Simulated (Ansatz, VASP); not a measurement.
One calculation of W, two programs

```
CELL_PARAMETERS angstrom
-1.56815 1.56815 1.56815
1.56815 -1.56815 1.56815
1.56815 1.56815 -1.56815
ATOMIC_POSITIONS crystal
W 0.00000 0.00000 0.00000
```

Alike in both runs: task single point; functional PBE; k mesh 13 × 13 × 13; occupations fermi-dirac, width 0.15 eV; no spin polarisation.

|  | VASP | Ansatz |
| --- | --- | --- |
| version | VASP 6.6.1 | Ansatz 0.2.0 |
| potentials or method | VASP PAW PBE potentials, release 64 (W_sv), cutoff 520 eV | plane waves, PAW |
| valence electrons in the cell | 14 | 14 |

VASP gave:

| Quantity | Value |
| --- | --- |
| pressure (GPa) | 15.6 |

**Question.** Which values does Ansatz return?

**Answer.** Pressure (GPa): 14.9.

Neither program's run includes spin-orbit coupling.
